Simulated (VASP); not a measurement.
In: single point with revPBE+D3(BJ)

In:

```
In
1.0
    -1.86456    1.86456    1.86456
     1.86456   -1.86456    1.86456
     1.86456    1.86456   -1.86456
In
1
Direct
  0.00000 0.00000 0.00000
```

| Item | Value |
| --- | --- |
| Program | VASP 6.6.1 |
| Task | single point |
| Functional | revPBE |
| Dispersion | D3(BJ) |
| Potentials or basis | VASP PAW PBE potentials, release 64 (In_d) |
| Cutoff | 520 eV |
| k mesh | 10 × 10 × 10 |
| Occupations | fermi-dirac, width 0.05 eV |
| Spin | no spin polarisation |

The pressure is 0.0 GPa. The dispersion energy per atom is -0.617 eV.

Levels at points of the mesh, in eV from the Fermi level:
```tsv
k point	band 3	band 4	band 5	band 6	band 7	band 8	band 9	band 10
(0.00, 0.00, 0.00)	-14.68	-14.40	-14.40	-9.54	11.33	11.33	11.33	13.05
(0.50, 0.00, 0.00)	-14.41	-14.40	-14.22	-3.84	-3.18	6.05	7.43	10.18
(0.50, 0.50, 0.50)	-14.27	-14.27	-14.27	1.21	1.33	1.33	1.33	5.31
```

Wall time 4.8 s on 1 thread of Intel(R) Xeon(R) 6975P-C (Granite Rapids), on a shared host, peak memory 0.15 GiB.

Caveat: the PAW data sets were made with another functional, which shifts forces and pressure a little; spin-orbit coupling is left out, which moves the levels of the heavy elements; pairwise dispersion overbinds metals, which lowers pressure and volume.
